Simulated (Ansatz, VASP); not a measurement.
Pt: VASP beside Ansatz

```xyz
2
Lattice="0.0000 -1.9579 -1.9579 0.0000 1.9579 -1.9579 3.9158 0.0000 0.0000" Properties=species:S:1:pos:R:3 pbc="T T T"
Pt    1.9579    0.0000   -1.9954
Pt    0.0000    0.0000    0.0375
```

Change from the starting cell: mode 4 (134.1 1/cm) frozen in, largest displacement +0.037 Å.

Alike in both runs: task single point; functional PBE; k mesh 18 × 18 × 12; occupations gaussian, width 0.15 eV; no spin polarisation.

|  | VASP | Ansatz |
| --- | --- | --- |
| version | VASP 6.6.1 | Ansatz 0.2.0 |
| potentials or method | VASP PAW PBE potentials, release 64 (Pt), cutoff 520 eV | scalar-relativistic, plane waves, PAW |
| valence electrons in the cell | 20 | 36 |

VASP gave:

```
gap on the k mesh at the Fermi level (eV)                     : none
pressure (GPa)                                                : 11.4
traceless stress, the component that is largest in VASP (GPa) : -0.43
rms of the force components (eV/Å)                            : 0.277
```

Which values does Ansatz return?

gap on the k mesh at the Fermi level (eV): none; pressure (GPa): 12.0; traceless stress, the component that is largest in VASP (GPa): -0.43; rms of the force components (eV/Å): 0.280.

Atom by atom the forces differ by 0.003 eV/Å (rms over components). A gap of «none» marks a metal or a gap that the smearing closes. VASP's potentials hold 20 valence electrons a cell and Ansatz's 36, so a difference there can come from the potentials and not from the codes.

Spin-orbit coupling is off throughout.
